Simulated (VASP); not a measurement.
# Al16SbN15 (a cell with a defect) in VASP: notebook

The runs below take Al16SbN15 (a cell with a defect) through single point, with PBE.

Everything below comes from runs of VASP 6.6.1. Logs are shortened: lines on timing, memory, paths and dates and some standing lists are left out, and cuts for length are marked.

### Step 1. The cell of the first run

The cell holds a defect, 32 atoms: a = 6.260 Å, b = 6.260 Å, c = 10.035 Å, α = 90.00°, β = 90.00°, γ = 120.00°.

### Step 2. Single point, PBE

The input, INCAR:

```
SYSTEM = Al16SbN15
PREC = Accurate
ENCUT = 520
EDIFF = 1E-6
ISMEAR = -1
SIGMA = 0.01
LREAL = Auto
LASPH = .TRUE.
NELM = 120
ALGO = Normal
ISIF = 2
LWAVE = .FALSE.
LCHARG = .FALSE.
GGA = PE
NBANDS = 86
NELECT = 127.0
GGA_COMPAT = .FALSE.
```

The input, KPOINTS:

```
Automatic mesh
0
Gamma
  1 1 1
  0.25 0.25 0.25
```

The input, POSCAR:

```
Al16SbN15
1.0
    6.2595139092      0.0000000618      0.0000000000
   -3.1297570081      5.4208980298      0.0000000000
    0.0000000000      0.0000000000     10.0348065900
Al N Sb
16 15 1
Direct
    0.3364825255      0.1628204427      0.2500859719
    0.1640677380      0.3346151460      0.5006424023
    0.3279896101      0.1717148936      0.7568671448
    0.1666571082      0.3318365284      1.0095825316
    0.3354420708      0.6691972997      0.2516669519
    0.2049631155      0.8626416478      0.5201643588
    0.3273680414      0.6567006109      0.7572876127
    0.1871487487      0.8420193243      0.9903001838
    0.8302401560      0.1639808783      0.2516090615
    0.6372194661      0.2945791295      0.5198512432
    0.8422522535      0.1714301933      0.7573932617
    0.6567777909      0.3118913594      0.9905291776
    0.8415022276      0.6583293639      0.1668369680
    0.6416506880      0.8569445166      0.5266847470
    0.8325514752      0.6670753240      0.7554940250
    0.6598833873      0.8381713397      0.9937239475
    0.3299107561      0.1697067579      0.4417353111
    0.1685496081      0.3309611625      0.1980219230
    0.3277730116      0.1712966207      0.9400233540
    0.1665877977      0.3319545035      0.6898334422
    0.3288090952      0.6741983926      0.4458971176
    0.1891589649      0.8391662220      0.1745629955
    0.3294417604      0.6567435999      0.9409065480
    0.1721422311      0.8351746382      0.7047500791
    0.8244833002      0.1694368410      0.4455649135
    0.6602922141      0.3106033793      0.1748084669
    0.8411768359      0.1686754802      0.9411298655
    0.6649178983      0.3276255037      0.7046416080
    0.6664215629      0.8333148489      0.1831947915
    0.8333600070      0.6654681517      0.9522446935
    0.6639703298      0.8349566221      0.7080499499
    0.8273165235      0.6725916968      0.4053512241
```

Potentials or basis: VASP PAW PBE potentials, release 64 (Al, N, Sb).

The run is started by

```sh
cat potpaw_PBE.64/Al/POTCAR potpaw_PBE.64/N/POTCAR potpaw_PBE.64/Sb/POTCAR > POTCAR
mpirun -np 1 vasp_std > vasp.out
```

OUTCAR:

```text
SYSTEM = Al16SbN15
   PREC = Accurate
   ENCUT = 520
   EDIFF = 1E-6
   ISMEAR = -1
   LREAL = Auto
   LASPH = .TRUE.
   NELM = 120
   ISIF = 2
   GGA = PE
   NELECT = 127.0

 ion  position               nearest neighbor table
   1  0.336  0.163  0.250-  18 1.90  26 1.91  22 1.91  17 1.92   4 3.03   5 3.09   9 3.09   2 3.13
                            12 3.13   8 3.13  10 3.16   6 3.16   9 3.17   5 3.17  13 3.24  13 3.24
   2  0.164  0.335  0.501-  17 1.89  20 1.90  21 1.92  25 1.92   9 3.09   5 3.09   6 3.10  10 3.10
                             7 3.11  11 3.11   3 3.12   1 3.13  14 3.15  14 3.15  10 3.19   6 3.19
   3  0.328  0.172  0.757-  19 1.84  20 1.87  24 1.90  28 1.90   6 2.91  10 2.92  12 2.95   8 2.95
                             7 3.04  11 3.04   4 3.08   2 3.12  15 3.13  15 3.13  11 3.22   7 3.22
   4  0.167  0.332  0.010-  19 1.88  18 1.89  23 1.89  27 1.89   1 3.03   9 3.04   5 3.04   3 3.08
                            11 3.08   7 3.08  16 3.13  16 3.14  12 3.14   8 3.14  12 3.14   8 3.14
   5  0.335  0.669  0.252-  22 1.88  18 1.91  29 1.92  21 1.95   4 3.04   1 3.09   2 3.09   9 3.10
                            16 3.13   8 3.15   9 3.16   1 3.17  13 3.17   6 3.22  14 3.23  13 3.31
   6  0.205  0.863  0.520-  17 1.85  21 1.86  24 1.86  32 2.35  10 2.70  14 2.75   3 2.91   7 2.98
                             2 3.10  15 3.11   1 3.16   2 3.19   5 3.22
   7  0.327  0.657  0.757-  23 1.84  24 1.89  20 1.89  31 1.89  14 2.89   8 2.93  16 2.98   6 2.98
                            11 3.04   3 3.04   4 3.08   2 3.11  15 3.13  15 3.13   3 3.22  11 3.22
   8  0.187  0.842  0.990-  23 1.85  22 1.85  19 1.86  30 1.96  13 2.58   7 2.93  12 2.94   3 2.95
                            16 2.97  15 3.04   1 3.13   4 3.14   4 3.14   5 3.15  16 3.29  12 3.32
   9  0.830  0.164  0.252-  26 1.88  18 1.91  29 1.92  25 1.95   4 3.04   2 3.09   1 3.09   5 3.10
                            16 3.13  12 3.15   5 3.16   1 3.17  13 3.18  10 3.22  14 3.23  13 3.31
  10  0.637  0.295  0.520-  17 1.85  25 1.86  28 1.86  32 2.35   6 2.70  14 2.75   3 2.92  11 2.99
                             2 3.10  15 3.11   1 3.16   2 3.19   9 3.22
  11  0.842  0.171  0.757-  27 1.84  20 1.88  28 1.89  31 1.89  14 2.89  12 2.94  16 2.98  10 2.99
                             7 3.04   3 3.04   4 3.08   2 3.11  15 3.13  15 3.13   3 3.22   7 3.22
  12  0.657  0.312  0.991-  27 1.85  26 1.85  19 1.86  30 1.95  13 2.58  11 2.94   8 2.94   3 2.95
                            16 2.98  15 3.04   1 3.13   4 3.14   4 3.14   9 3.15  16 3.28   8 3.32
  13  0.842  0.658  0.167-  22 1.89  26 1.89  29 1.90  30 2.15  32 2.40   8 2.58  12 2.58  16 2.62
                             5 3.17   9 3.18   1 3.24   1 3.24   9 3.31   5 3.31
  14  0.642  0.857  0.527-  31 1.84  25 1.89  21 1.89  32 2.35   6 2.75  10 2.75   7 2.89  11 2.89
                            15 3.09   2 3.15   2 3.15   5 3.23   9 3.23
  15  0.833  0.667  0.755-  31 1.89  28 1.91  24 1.91  30 1.97  16 3.03   8 3.04  12 3.04  14 3.09
                             6 3.11  10 3.11  11 3.13   3 3.13   7 3.13   7 3.13   3 3.13  11 3.13
  16  0.660  0.838  0.994-  27 1.87  23 1.87  29 1.90  30 1.92  13 2.62   8 2.97  12 2.98   7 2.98
                            11 2.98  15 3.03   5 3.13   4 3.13   9 3.13   4 3.14  12 3.28   8 3.29
  17  0.330  0.170  0.442-  10 1.85   6 1.85   2 1.89   1 1.92
  18  0.169  0.331  0.198-   4 1.89   1 1.90   5 1.91   9 1.91
  19  0.328  0.171  0.940-   3 1.84  12 1.86   8 1.86   4 1.88
  20  0.167  0.332  0.690-   3 1.87  11 1.88   7 1.89   2 1.90
  21  0.329  0.674  0.446-   6 1.86  14 1.89   2 1.92   5 1.95
  22  0.189  0.839  0.175-   8 1.85   5 1.88  13 1.89   1 1.91
  23  0.329  0.657  0.941-   7 1.84   8 1.85  16 1.87   4 1.89
  24  0.172  0.835  0.705-   6 1.86   7 1.89   3 1.90  15 1.91
  25  0.824  0.169  0.446-  10 1.86  14 1.89   2 1.92   9 1.95
  26  0.660  0.311  0.175-  12 1.85   9 1.88  13 1.89   1 1.91
  27  0.841  0.169  0.941-  11 1.84  12 1.85  16 1.87   4 1.89
  28  0.665  0.328  0.705-  10 1.86  11 1.89   3 1.90  15 1.91
  29  0.666  0.833  0.183-  16 1.90  13 1.90   9 1.92   5 1.92
  30  0.833  0.665  0.952-  16 1.92  12 1.95   8 1.96  15 1.97  13 2.15
  31  0.664  0.835  0.708-  14 1.84  15 1.89  11 1.89   7 1.89
  32  0.827  0.673  0.405-  14 2.35   6 2.35  10 2.35  13 2.40   9 3.43   5 3.43   1 3.50   1 3.50
                            15 3.51   5 3.54   9 3.55

  LATTYP: Found a hexagonal cell.
 ALAT       =     6.2595139092
 C/A-ratio  =     1.6031287310

  Lattice vectors:

 A1 = (   6.2595139092,   0.0000000618,   0.0000000000)
 A2 = (  -3.1297570081,   5.4208980298,   0.0000000000)
 A3 = (   0.0000000000,   0.0000000000,  10.0348065900)

Analysis of symmetry for initial positions (statically):
=====================================================================
 Subroutine PRICEL returns:
 Original cell was already a primitive cell.

 Routine SETGRP: Setting up the symmetry group for a
 hexagonal supercell.

 Subroutine GETGRP returns: Found  1 space group operations
 (whereof  1 operations were pure point group operations)
 out of a pool of 24 trial point group operations.

The static configuration has the point symmetry C_1 .

[... 115 lines left out ...]

  Length of vectors
     0.184471279  0.184471279  0.099653141

  Shift w.r.t. Gamma in fractional coordinates (k-lattice)
     0.250000000  0.250000000  0.250000000

 Subroutine IBZKPT returns following result:
 ===========================================

 Found      6 irreducible k-points:

 Following reciprocal coordinates:
            Coordinates               Weight
  0.250000  0.250000  0.250000      2.000000
 -0.250000  0.500000  0.250000      2.000000
  0.500000  0.250000  0.250000      2.000000
 -0.250000 -0.250000  0.250000      2.000000
  0.250000  0.500000  0.250000      2.000000
  0.500000 -0.250000  0.250000      2.000000
   k-points           NKPTS =      6   k-points in BZ     NKDIM =      6   number of bands    NBANDS=     86
   number of dos      NEDOS =    301   number of ions     NIONS =     32
   total plane-waves  NPLWV = 184320
   dimension x,y,z NGX =    48 NGY =   48 NGZ =   80
   dimension x,y,z NGXF=    96 NGYF=   96 NGZF=  160
   ions per type =              16  15   1
   NGX,Y,Z   is equivalent  to a cutoff of  12.75, 12.75, 13.25 a.u.
   NGXF,Y,Z  is equivalent  to a cutoff of  25.50, 25.50, 26.51 a.u.
 SYSTEM =  Al16SbN15
   PREC   = accura    normal or accurate (medium, high low for compatibility)
   ISTART =      0    job   : 0-new  1-cont  2-samecut
   ICHARG =      2    charge: 1-file 2-atom 10-const
   ISPIN  =      1    spin polarized calculation?
   LNONCOLLINEAR =      F non collinear calculations
   LSORBIT =      F    spin-orbit coupling
   LASPH  =      T    aspherical Exc in radial PAW
   ENCUT  =  520.0 eV  38.22 Ry    6.18 a.u.  11.64 11.64 18.66*2*pi/ulx,y,z
   NELM   =    120;   NELMIN=  2; NELMDL= -5     # of ELM steps
   EDIFF  = 0.1E-05   stopping-criterion for ELM
   LREAL  =      T    real-space projection
   EDIFFG = 0.1E-04   stopping-criterion for IOM
   NSW    =      0    number of steps for IOM
   IBRION =     -1    ionic relax: 0-MD 1-quasi-New 2-CG
   NFREE  =      0    steps in history (QN), initial steepest desc. (CG)
   ISIF   =      2    stress and relaxation
   ISYM   =      2    0-nonsym 1-usesym 2-fastsym
   POTIM  = 0.5000    time-step for ionic-motion
   TEBEG  =    0.0;   TEEND  =   0.0 temperature during run
   PSTRESS=    0.0 pullay stress
   NELECT =     127.0000    total number of electrons
   NUPDOWN=      -1.0000    fix difference up-down
   EMIN   =  10.00;   EMAX   =-10.00  energy-range for DOS
   EFERMI =   0.00;   METHOD = LEGACY
   ISMEAR =    -1;   SIGMA  =   0.01  broadening in eV -4-tet -1-fermi 0-gaus
   EFERMI_NEDOS =   21; number of points for ismear=-14 and -15
   IALGO  =     38    algorithm
   IMIX   =      4    mixing-type and parameters
     AMIX     =   0.40;   BMIX     =  1.00
     AMIX_MAG =   1.60;   BMIX_MAG =  1.00
  volume/ion in A,a.u.               =      10.64        71.81
  Fermi-wavevector in a.u.,A,eV,Ry     =   1.178426  2.226903 18.894257  1.388689
  Thomas-Fermi vector in A             =   2.314755
   LORBIT       =      0    0 simple, 1 ext, 2 COOP (PROOUT), +10 PAW based schemes
   GGA     = PE    functional components
   LHFCALC =     F    Hartree Fock is set to
   AEXX    =    0.0000 exact exchange contribution
   IVDW    =     0    specifies the selected vdW correction
   LEPSILON=     F    determine dielectric tensor
   LRPA    =     F    only Hartree local field effects (RPA)
 non-spin polarized calculation
  energy-cutoff  :      520.00
  volume of cell :      340.50
 maximum number of plane-waves:      9148
 NGX is ok and might be reduce to    48
   NGX = 23   NGY = 23   NGZ = 37

 number of electron     126.9999996 magnetization

 Free energy of the ion-electron system (eV)
  ---------------------------------------------------
  ext. energy  EPLUGINS =         0.00000000
  ---------------------------------------------------
  free energy    TOTEN  =      -234.95570723 eV

  energy without entropy =     -234.94697358  energy(sigma->0) =     -234.95134041

 E-fermi :   8.1149     XC(G=0): -10.9943

 val. band max:        8.1079415425   @ k =   0.5000   0.2500   0.2500
 cond. band min:       8.1465285342   @ k =  -0.2500  -0.2500   0.2500
 fundamental gap:      0.0385869918
 Fermi energy:         8.1148967004

 k-point     1 :       0.2500    0.2500    0.2500
  band No.  band energies     occupation
      1      -8.1992      2.00000
      2      -7.7352      2.00000
      3      -7.5397      2.00000
      4      -7.4849      2.00000
      5      -7.1400      2.00000
      6      -7.0677      2.00000
[... 457 lines left out ...]
     74      13.3101      0.00000
     75      13.5229      0.00000
 [bands above 75 left out]

------------------------ aborting loop because EDIFF is reached ----------------------------------------

  FORCE on cell =-STRESS in cart. coord.  units (eV):
  Direction    XX          YY          ZZ          XY          YZ          ZX
  --------------------------------------------------------------------------------------
  -------------------------------------------------------------------------------------
  Total       14.3251975     14.0235273     24.1823296     -0.3496133      1.2642933     -2.2032741
  in kB       67.4047256     65.9852689    113.7857463     -1.6450444      5.9489124    -10.3671233
  external PRESSURE =      82.3919136 kB  Pullay stress =       0.0000000 kB

 VOLUME and BASIS-vectors are now :
 -----------------------------------------------------------------------------
  energy-cutoff  :      520.00
  volume of cell :      340.50
      direct lattice vectors                 reciprocal lattice vectors
     6.259513909  0.000000062  0.000000000     0.159756813  0.092235641  0.000000000
    -3.129757008  5.420898030  0.000000000    -0.000000002  0.184471279  0.000000000
     0.000000000  0.000000000 10.034806590     0.000000000  0.000000000  0.099653141

 POSITION                                       TOTAL-FORCE (eV/Angst)
 -----------------------------------------------------------------------------------
      1.59663      0.88263      2.50956         0.114716     -0.058800     -0.161607
     -0.02028      1.81391      5.02385        -0.325539      0.187274      0.011363
      1.51563      0.93085      7.59502         0.126201     -0.056434      0.032841
      0.00462      1.79885      0.09616        -0.119261      0.049251      0.006989
      0.00528      3.62765      2.52543         0.166255     -0.057750      0.100895
     -1.41689      4.67629      5.21975         0.070400     -0.122003      0.125863
[... 24 lines left out ...]
      1.54292      4.52621      7.10514        -0.179053      0.099712      0.083458
      3.07355      3.64605      4.06762         0.000430     -0.007601     -0.074069
 -----------------------------------------------------------------------------------
    total drift:                               -0.009503      0.010541     -0.002875

  FREE ENERGIE OF THE ION-ELECTRON SYSTEM (eV)
  ---------------------------------------------------
  free  energy   TOTEN  =      -234.9557072307 eV

  energy  without entropy=     -234.9469735845  energy(sigma->0) =     -234.95134041
```

Wall time 5.1 min (1 thread of Intel Xeon Platinum 8375C at 2.90GHz (Ice Lake), shared host); peak memory 0.49 GiB.

What came out:

* Free energy: -234.9557 eV
* Largest force: 0.376 eV/Å

Forces on the atoms (eV/Å):
```
Al   0.115 -0.059 -0.162
Al  -0.326  0.187  0.011
Al   0.126 -0.056  0.033
Al  -0.119  0.049  0.007
Al   0.166 -0.058  0.101
Al   0.070 -0.122  0.126
Al   0.123 -0.063 -0.026
Al  -0.144  0.077 -0.034
Al   0.124 -0.106  0.088
Al   0.138 -0.002  0.156
Al   0.098 -0.076 -0.003
Al  -0.121  0.086 -0.030
Al   0.070 -0.054 -0.044
Al  -0.151  0.086 -0.168
Al   0.151 -0.099 -0.009
Al  -0.139  0.096  0.062
N    0.175 -0.104  0.168
N   -0.160  0.085 -0.034
N    0.128 -0.085 -0.058
N   -0.135  0.105 -0.017
N    0.212 -0.098 -0.119
N   -0.223  0.109  0.134
N    0.205 -0.061  0.030
N   -0.186  0.109 -0.015
N    0.198 -0.104 -0.084
N   -0.202  0.137  0.121
N    0.190 -0.120  0.007
N   -0.231  0.084 -0.035
N   -0.212  0.092 -0.223
N    0.240 -0.129  0.007
N   -0.179  0.100  0.083
Sb   0.000 -0.008 -0.074
```

Levels at points of the mesh, in eV from the Fermi level:
```csv
k point,band 61,band 62,band 63,band 64,band 65,band 66,band 67,band 68
"(0.25, 0.25, 0.25)",-2.09,-0.83,-0.15,0.03,2.57,3.90,4.39,4.49
```

Caveat: the k points lie up to 0.58 Å⁻¹ apart, too coarse for converged energies and pressures of a metal; the cell carries a net charge on a neutralising background, which shifts energy and pressure; the cell is charged against a uniform background, so pressure and absolute levels hang on convention; spin-orbit coupling is left out, which moves the levels of the heavy elements; an odd number of electrons without spin polarisation forces a metal; a magnetic or distorted state may lie lower.

### Step 3. Single point, PBE

Changes to INCAR since step 2:

```diff
@@ -14,4 +14,4 @@
 GGA = PE
+NELECT = 127.0
 NBANDS = 86
-NELECT = 127.0
 GGA_COMPAT = .FALSE.
```

KPOINTS is that of step 2.

Changes to POSCAR since step 2:

```diff
@@ -2,5 +2,5 @@
 1.0
-    6.2595139092      0.0000000618      0.0000000000
-   -3.1297570081      5.4208980298      0.0000000000
-    0.0000000000      0.0000000000     10.0348065900
+    6.2595139128      0.0000000578      0.0000000000
+   -3.1297570064      5.4208980350      0.0000000000
+    0.0000000000      0.0000000000     10.0348065929
 Al N Sb
```

Potentials or basis: VASP PAW PBE potentials, release 64 (Al, N, Sb).

The run is started by

```sh
cat potpaw_PBE.64/Al/POTCAR potpaw_PBE.64/N/POTCAR potpaw_PBE.64/Sb/POTCAR > POTCAR
mpirun -np 1 vasp_std > vasp.out
```

It took 4.8 min on 1 thread of Intel Xeon Platinum 8375C at 2.90GHz (Ice Lake), shared host; peak memory 0.49 GiB.

The run converged. Its results:

```yaml
Free_energy: -234.9557 eV
Largest_force: 0.376 eV/Å
```

Forces in eV/Å, atoms in the order of the input:
```
Al   0.115 -0.059 -0.162
Al  -0.326  0.187  0.011
Al   0.126 -0.056  0.033
Al  -0.119  0.049  0.007
Al   0.166 -0.058  0.101
Al   0.070 -0.122  0.126
Al   0.123 -0.063 -0.026
Al  -0.144  0.077 -0.034
Al   0.124 -0.106  0.088
Al   0.138 -0.002  0.156
Al   0.098 -0.076 -0.003
Al  -0.121  0.086 -0.030
Al   0.070 -0.054 -0.044
Al  -0.151  0.086 -0.168
Al   0.151 -0.099 -0.009
Al  -0.139  0.096  0.062
N    0.175 -0.104  0.168
N   -0.160  0.085 -0.034
N    0.128 -0.085 -0.058
N   -0.135  0.105 -0.017
N    0.212 -0.098 -0.119
N   -0.223  0.109  0.134
N    0.205 -0.061  0.030
N   -0.186  0.109 -0.015
N    0.198 -0.104 -0.084
N   -0.202  0.137  0.121
N    0.190 -0.120  0.007
N   -0.231  0.084 -0.035
N   -0.212  0.092 -0.223
N    0.240 -0.129  0.007
N   -0.179  0.100  0.083
Sb   0.000 -0.008 -0.074
```

Levels at points of the mesh, in eV from the Fermi level:
```tsv
k point	band 61	band 62	band 63	band 64	band 65	band 66	band 67	band 68
(0.25, 0.25, 0.25)	-2.09	-0.83	-0.15	0.03	2.57	3.90	4.39	4.49
```

Caveat: the k points lie up to 0.58 Å⁻¹ apart, too coarse for converged energies and pressures of a metal; the cell carries a net charge on a neutralising background, which shifts energy and pressure; the cell is charged against a uniform background, so pressure and absolute levels hang on convention; spin-orbit coupling is left out, which moves the levels of the heavy elements; an odd number of electrons without spin polarisation forces a metal; a magnetic or distorted state may lie lower.
